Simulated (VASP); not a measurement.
Wanted: the native input for a VASP 6.6.1 run.

```
Task                   : single point
Functional             : PBEsol
Potentials or basis    : VASP PAW PBE potentials, release 64 (Sn_d, S)
Cutoff                 : 500 eV
k mesh                 : 5 × 5 × 3
Occupations            : gaussian, width 0.01 eV
Spin                   : no spin polarisation
Dipole correction      : no
Further INCAR settings : ALGO = Normal; EDIFF = 1e-06; NBANDS = 20
```

The structure of SnS2 (Berndtite-2T) lies in POSCAR:

```
SnS2
1.0
    3.6390000000      0.0000000000      0.0000000000
   -1.8195000000      3.1514660000      0.0000000000
    0.0000000000      0.0000000000      5.8680000000
Sn S
1 2
Direct
    0.0000000000      0.0000000000      0.0000000000
    0.3333333333      0.6666666667      0.2500000000
    0.6666666667      0.3333333333      0.7500000000
```

One way to write it, as run:

INCAR

```
ALGO = Normal ; EDIFF = 1E-6
ENCUT = 500 ; GGA = PS
GGA_COMPAT = F ; ISIF = 2
ISMEAR = 0 ; LASPH = T
LCHARG = F ; LREAL = F
LWAVE = F ; NBANDS = 20
NELM = 120 ; PREC = Accurate
SIGMA = 0.01
```

KPOINTS

```
k-points
0
Gamma
  5 5 3
```

Potentials or basis: VASP PAW PBE potentials, release 64 (Sn_d, S).

Launch:

```console
$ cat potpaw_PBE.64/Sn_d/POTCAR potpaw_PBE.64/S/POTCAR > POTCAR
$ mpirun -np 1 vasp_std > vasp.out
```

It gave:

```
Pressure               : 1.2 GPa
Largest force          : 0.070 eV/Å
Band gap on the k mesh : 1.38 eV, indirect (least direct gap 1.90 eV)
```

Caveat: the PAW data sets were made with another functional, which shifts forces and pressure a little; spin-orbit coupling is left out, which moves the levels of the heavy elements; this functional lacks dispersion, which binds the layers, so the pressure and a relaxed spacing across them are unreliable.

It took 37 s on 1 thread of Intel Xeon 8259CL, on a shared host, peak memory 0.18 GiB.
